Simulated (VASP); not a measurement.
The system is Ag.

```xyz
1
Lattice="2.8346 0.0000 0.0000 -1.4173 2.4548 0.0000 0.0000 0.0000 2.6645" Properties=species:S:1:pos:R:3 pbc="T T T"
Ag    0.0000    0.0000    0.0000
```

| Property | Result |
| --- | --- |
| Program | VASP 6.6.1 |
| Task | relaxation of cell and atoms |
| Functional | PBE |
| Potentials or basis | VASP PAW PBE potentials, release 64 (Ag) |
| Cutoff | 600 eV |
| k mesh | 15 × 15 × 14 |
| Occupations | fermi-dirac, width 0.08 eV |
| Spin | no spin polarisation |

At the start: pressure 3.9 GPa; volume 18.54 Å³/atom.

Question: How do energy, volume and symmetry change on relaxing?

Answer: Over 7 steps the energy falls by 18.8 meV/atom and the volume is 19.39 Å³/atom (+4.6 %); space group P6/mmm (No. 191, to 0.05 Å).

Step by step:
```csv
step,energy change (eV),largest force (eV/Å),pressure (GPa),volume (Å³)
1,0.0000,0.0000,3.93,18.54
2,-0.0167,0.0000,-1.39,19.78
3,-0.0187,0.0000,-0.22,19.44
4,-0.0187,0.0000,-0.29,19.46
5,-0.0188,0.0000,0.08,19.38
6,-0.0188,0.0000,-0.04,19.40
7,-0.0188,0.0000,-0.02,19.39
```

Final structure:
```
Ag
1.0
     2.84501    0.00000    0.00000
    -1.42250    2.46385    0.00000
     0.00000    0.00000    2.76678
Ag
1
Direct
  0.00000 0.00000 0.00000
```
